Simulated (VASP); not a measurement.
Here is a VASP 6.6.1 calculation.

The input INCAR:

```
SYSTEM = Sr32HO32
PREC = Accurate ; ENCUT = 520
EDIFF = 1E-6 ; ISMEAR = -1
SIGMA = 0.05 ; LREAL = Auto
LASPH = .TRUE. ; NELM = 60
ALGO = Normal ; ISIF = 2
LWAVE = .FALSE. ; LCHARG = .FALSE.
GGA = PS ; NBANDS = 294
NELECT = 512.0 ; ISYM = 0
```

KPOINTS

```
Automatic mesh
0
Gamma
  1 1 1
  0.25 0.25 0.25
```

POSCAR

```
Sr32HO32
1.0
   10.2454930000      0.0000000000      0.0000000000
    0.0000000000     10.2454930000      0.0000000000
    0.0000000000      0.0000000000     10.2454930000
O Sr H
32 32 1
Direct
    0.2496370000      0.0009490000      0.9988010000
    0.2482240000      0.0010330000      0.4991140000
    0.2504980000      0.4994540000      0.9992290000
    0.2543960000      0.4955420000      0.4993760000
    0.7486540000      0.0012960000      0.9978210000
    0.7465710000      0.0033700000      0.4979120000
    0.7490060000      0.5003180000      0.9988030000
    0.7489060000      0.5017140000      0.4991110000
    0.9993460000      0.2505830000      0.9986600000
    0.9951900000      0.2506010000      0.4986650000
    0.9995020000      0.7504470000      0.9987970000
    0.9993520000      0.7505920000      0.4986710000
    0.4993660000      0.2505870000      0.9945190000
    0.4972310000      0.2527130000      0.4966520000
    0.4993630000      0.7505970000      0.9986640000
    0.4993440000      0.7547100000      0.4986570000
    0.9994970000      0.0009600000      0.2489470000
    0.9985170000      0.0013090000      0.7479410000
    0.9999050000      0.4994610000      0.2498040000
    0.9994850000      0.5003240000      0.7482920000
    0.4998340000      0.0009990000      0.2475390000
    0.4986310000      0.0033750000      0.7458810000
    0.5000150000      0.4955520000      0.2536690000
    0.4998050000      0.5017760000      0.7482730000
    0.2544580000      0.2499560000      0.2537380000
    0.2481610000      0.2501450000      0.7483160000
    0.2504970000      0.7500590000      0.2498070000
    0.2496260000      0.7504650000      0.7482970000
    0.7489900000      0.2501230000      0.2475370000
    0.7465690000      0.2513170000      0.7458800000
    0.7490050000      0.7504500000      0.2489360000
    0.7486360000      0.7514250000      0.7479350000
    0.9992530000      0.9994550000      0.9985390000
    0.9968910000      0.9979980000      0.4984100000
    0.0001090000      0.5015310000      0.9994010000
    0.9985300000      0.5030730000      0.4986800000
    0.4991000000      0.9979820000      0.9962230000
    0.4977580000      0.9952160000      0.4970540000
    0.4993660000      0.5030600000      0.9978640000
    0.5033460000      0.5194980000      0.5027080000
    0.2468950000      0.2505920000      0.9978390000
    0.2303810000      0.2465840000      0.5027100000
    0.2484090000      0.7498480000      0.9993950000
    0.2468750000      0.7514210000      0.4986680000
    0.7519600000      0.2508460000      0.9962390000
    0.7547250000      0.2521960000      0.4970550000
    0.7505040000      0.7507030000      0.9985480000
    0.7519370000      0.7530360000      0.4984180000
    0.2490680000      0.0004820000      0.2484080000
    0.2480190000      0.9998520000      0.7494060000
    0.2513560000      0.4985790000      0.2506250000
    0.2490920000      0.5008550000      0.7487670000
    0.7501330000      0.9998090000      0.2473270000
    0.7487980000      0.0011490000      0.7481030000
    0.7494700000      0.5008780000      0.2484110000
    0.7501010000      0.5019290000      0.7494190000
    0.9985140000      0.2505940000      0.2462120000
    0.9969040000      0.2508500000      0.7512440000
    0.0001190000      0.7498250000      0.2477220000
    0.9992590000      0.7507010000      0.7497910000
    0.5034230000      0.2465100000      0.2297310000
    0.4977860000      0.2521620000      0.7540540000
    0.4993500000      0.7514050000      0.2462030000
    0.4991000000      0.7530370000      0.7512350000
    0.4423230000      0.3074950000      0.4416420000
```

Potentials or basis: VASP PAW PBE potentials, release 64 (O, Sr_sv, H).

The run is started by

```bash
$ cat potpaw_PBE.64/O/POTCAR potpaw_PBE.64/Sr_sv/POTCAR potpaw_PBE.64/H/POTCAR > POTCAR
$ mpirun -np 1 vasp_std > vasp.out
```

Q: Predict the largest force.

A: 0.176 eV/Å.

Forces on the atoms (eV/Å):
```
O   -0.004 -0.008  0.004
O   -0.005 -0.016 -0.001
O   -0.008  0.007  0.002
O   -0.013  0.013 -0.006
O    0.007 -0.007  0.005
O    0.008 -0.008  0.000
O    0.009  0.004  0.005
O    0.017  0.005 -0.001
O    0.004  0.000  0.005
O   -0.009  0.003 -0.001
O    0.002 -0.003  0.002
O    0.004 -0.005 -0.001
O   -0.001  0.001 -0.009
O    0.102 -0.103  0.098
O    0.000 -0.004  0.004
O   -0.003  0.012 -0.001
O    0.006 -0.008 -0.005
O    0.005 -0.007  0.008
O    0.004  0.008 -0.006
O    0.004  0.007  0.009
O   -0.005 -0.014 -0.003
O   -0.004 -0.008  0.008
O   -0.003  0.011 -0.009
O   -0.003  0.001  0.014
O   -0.013  0.002 -0.011
O   -0.001  0.003  0.012
O   -0.009 -0.004 -0.006
O   -0.007 -0.003  0.009
O    0.012  0.004 -0.003
O    0.008  0.004  0.008
O    0.008 -0.005 -0.005
O    0.008 -0.004  0.008
Sr  -0.003  0.009 -0.003
Sr  -0.006  0.012  0.001
Sr  -0.003 -0.006 -0.003
Sr  -0.001 -0.010  0.001
Sr   0.002  0.012 -0.006
Sr   0.002  0.034  0.002
Sr   0.002 -0.009 -0.002
Sr   0.002 -0.035 -0.001
Sr   0.009 -0.003  0.000
Sr   0.036 -0.001  0.001
Sr   0.007  0.003 -0.003
Sr   0.011  0.000  0.001
Sr  -0.012 -0.002 -0.007
Sr  -0.036 -0.002  0.003
Sr  -0.010  0.003 -0.004
Sr  -0.012  0.005  0.001
Sr   0.010  0.008  0.008
Sr   0.010  0.009 -0.009
Sr   0.008 -0.007  0.010
Sr   0.009 -0.009 -0.006
Sr  -0.010  0.009  0.008
Sr  -0.010  0.010 -0.011
Sr  -0.008 -0.010  0.007
Sr  -0.010 -0.010 -0.010
Sr   0.001 -0.003  0.008
Sr  -0.007 -0.002 -0.010
Sr  -0.003  0.003  0.005
Sr  -0.005  0.004 -0.009
Sr  -0.001  0.003  0.033
Sr   0.000  0.000 -0.035
Sr   0.003  0.000  0.009
Sr   0.002  0.006 -0.011
H   -0.102  0.102 -0.102
```

Caveat: the cell carries a net charge on a neutralising background, which shifts energy and pressure; the PAW data sets were made with another functional, which shifts forces and pressure a little.
